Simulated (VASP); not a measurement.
Wanted: the native input for a VASP 6.6.1 run.

| Item | Value |
| --- | --- |
| Task | single point |
| Functional | PBE |
| Potentials or basis | VASP PAW PBE potentials, release 64 (Pb_d, O) |
| Cutoff | 520 eV |
| k mesh | 8 × 8 × 10 |
| Occupations | gaussian, width 0.1 eV |
| Spin | no spin polarisation |
| Dipole correction | no |
| Further INCAR settings | ALGO = Normal; EDIFF = 1e-07; NBANDS = 35 |

The structure of PbO2 lies in POSCAR:

```
PbO2
1.0
    5.3101316798      0.0000000000      0.0000000000
    0.0000000000      4.9416285304      0.0000000000
    0.0000000000      0.0000000000      3.4119734097
Pb O
2 4
Direct
    0.0000000000      0.0000000000      0.0000000000
    0.5000000000      0.5000000000      0.5000000000
    0.3232759702      0.2914345118      0.0000000000
    0.1767240298      0.7914345118      0.5000000000
    0.6767240298      0.7085654882      0.0000000000
    0.8232759702      0.2085654882      0.5000000000
```

This cell differs from its parent crystal: uniaxial strain along a: +4.5 %, then relaxed in part.

These files were run (other wordings do the same):

INCAR

```
PREC     = Accurate       # precision mode
ENCUT    = 520            # plane-wave cutoff, eV
EDIFF    = 1E-7           # SCF threshold, eV
ISMEAR   = 0              # smearing method
SIGMA    = 0.1            # smearing width, eV
LREAL    = F              # projectors in reciprocal space
LASPH    = T              # aspherical terms in the spheres
NELM     = 100            # most SCF steps
ALGO     = Normal         # electronic algorithm
ISIF     = 2              # what is computed and relaxed
LWAVE    = F              # write WAVECAR
LCHARG   = F              # write CHGCAR
GGA      = PE             # functional
NBANDS   = 35             # bands
```

KPOINTS

```
Automatic mesh
0
Gamma
  8 8 10
```

Potentials or basis: VASP PAW PBE potentials, release 64 (Pb_d, O).

Launch:

```bash
$ cat potpaw_PBE.64/Pb_d/POTCAR potpaw_PBE.64/O/POTCAR > POTCAR
$ mpirun -np 1 vasp_std > vasp.out
```

It gave:

```
Pressure               : -0.6 GPa
Largest force          : 0.015 eV/Å
Band gap on the k mesh : 0.16 eV (least direct gap 0.29 eV)
```

Caveat: the cell differs from its parent crystal (uniaxial strain along a: +4.5 %, then relaxed in part); spin-orbit coupling is left out, which moves the levels of the heavy elements.

Wall time 12 min on 1 thread of Intel Xeon 8259CL (shared host), peak memory 0.47 GiB.
